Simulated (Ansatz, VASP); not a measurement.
Two plane-wave programs on HfSiO4

The input INCAR:

```
ALGO = Normal ; EDIFF = 1E-7
EDIFFG = -0.003 ; ENCUT = 600
GGA = PS ; IBRION = 2
ISIF = 3 ; ISMEAR = 0
LASPH = T ; LCHARG = F
LREAL = F ; LWAVE = F
NELM = 100 ; NSW = 100
PREC = Accurate ; SIGMA = 0.01
```

File KPOINTS:

```
k-points
0
Gamma
  4 4 4
```

Contents of POSCAR:

```
HfSiO4
1.0
   -3.2862500000      3.2862500000      2.9816000000
    3.2862500000     -3.2862500000      2.9816000000
    3.2862500000      3.2862500000     -2.9816000000
Hf Si O
2 2 8
Direct
    0.7500000000      0.2500000000      0.5000000000
    0.0000000000      0.0000000000      0.0000000000
    0.2500000000      0.7500000000      0.5000000000
    0.5000000000      0.5000000000      0.0000000000
    0.1353000000      0.3198000000      0.8155000000
    0.0698000000      0.7543000000      0.6845000000
    0.5043000000      0.3198000000      0.1845000000
    0.0698000000      0.3853000000      0.3155000000
    0.6147000000      0.9302000000      0.6845000000
    0.6802000000      0.8647000000      0.1845000000
    0.2457000000      0.9302000000      0.3155000000
    0.6802000000      0.4957000000      0.8155000000
```

Input for Ansatz:

```yaml
crystal:
  lattice:
    - [-3.28625, 3.28625, 2.9816]
    - [3.28625, -3.28625, 2.9816]
    - [3.28625, 3.28625, -2.9816]
  atoms:
    - { symbol: Hf, position: [0.75, 0.25, 0.5] }
    - { symbol: Hf, position: [0.0, 0.0, 0.0] }
    - { symbol: Si, position: [0.25, 0.75, 0.5] }
    - { symbol: Si, position: [0.5, 0.5, 0.0] }
    - { symbol: O, position: [0.1353, 0.3198, 0.8155] }
    - { symbol: O, position: [0.0698, 0.7543, 0.6845] }
    - { symbol: O, position: [0.5043, 0.3198, 0.1845] }
    - { symbol: O, position: [0.0698, 0.3853, 0.3155] }
    - { symbol: O, position: [0.6147, 0.9302, 0.6845] }
    - { symbol: O, position: [0.6802, 0.8647, 0.1845] }
    - { symbol: O, position: [0.2457, 0.9302, 0.3155] }
    - { symbol: O, position: [0.6802, 0.4957, 0.8155] }
scf:
  occupations: { method: fixed }
output:
  forces: true
  stress: true
  eigenvalues: true
  write_density: true
  write_potential: true
  elf: true
  volumetric_format: npy
hamiltonian:
  xc: pbesol
basis:
  ecutwfc: 600
kpoints:
  mp_grid: { grid: [4, 4, 4] }
relax:
  f_tol: 0.003
  max_steps: 80
  cell: { stress_tol: 0.05 }
```

Alike in both runs: task relaxation of cell and atoms; functional PBEsol; k mesh 4 × 4 × 4; no spin polarisation.

```csv
,VASP,Ansatz
version,VASP 6.6.1,Ansatz 0.2.0
potentials or method,"VASP PAW PBE potentials, release 64 (Hf_pv, Si, O), cutoff 600 eV","scalar-relativistic, plane waves, PAW"
occupations,"gaussian, width 0.01 eV",fixed
valence electrons in the cell,76,108
```

|  | VASP | Ansatz | Ansatz less VASP |
| --- | --- | --- | --- |
| gap on the k mesh at the Fermi level, each at its own relaxed structure (eV) | 5.40 | 5.39 | -0.015 |
| relaxed volume (Å³/atom) | 10.68 | 10.77 | +0.090 |
| relaxed length of the cell vector where the two differ most in proportion (Å) | 5.512 | 5.528 | +0.0160 |

VASP's potentials were made for PBE, not for PBEsol. VASP's potentials hold 76 valence electrons a cell and Ansatz's 108, so a difference there can come from the potentials and not from the codes.

Spin-orbit coupling is off throughout.
